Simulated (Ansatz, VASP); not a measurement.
# PtS4: VASP beside Ansatz

```
CELL_PARAMETERS angstrom
3.57133 0.00000 0.00000
-1.78566 3.09286 0.00000
0.00000 0.00000 22.14339
ATOMIC_POSITIONS crystal
S 0.33333 0.66667 0.33870
S 0.66667 0.33333 0.44596
S 0.33333 0.66667 0.55404
S 0.66667 0.33333 0.66130
Pt 0.00000 0.00000 0.50000
```

Alike in both runs: task single point; functional PBEsol; k mesh 12 × 12 × 1; occupations gaussian, width 0.05 eV; no spin polarisation.

```csv
,VASP,Ansatz
version,VASP 6.6.1,Ansatz 0.2.0
potentials or method,"VASP PAW PBE potentials, release 64 (S, Pt), cutoff 400 eV","scalar-relativistic, plane waves, PAW"
valence electrons in the cell,34,42
```

Ansatz gave:

```
gap on the k mesh at the Fermi level (eV) : none
rms of the force components (eV/Å)        : 0.403
```

Problem. What did VASP give for the same quantities?

Solution. gap on the k mesh at the Fermi level (eV): none; rms of the force components (eV/Å): 0.395.

VASP's potentials were made for PBE, not for PBEsol. A gap of «none» marks a metal or a gap that the smearing closes. VASP's potentials hold 34 valence electrons a cell and Ansatz's 42, so a difference there can come from the potentials and not from the codes. Ansatz's warnings: xc potential rough in thin density.

Spin-orbit coupling is off throughout.
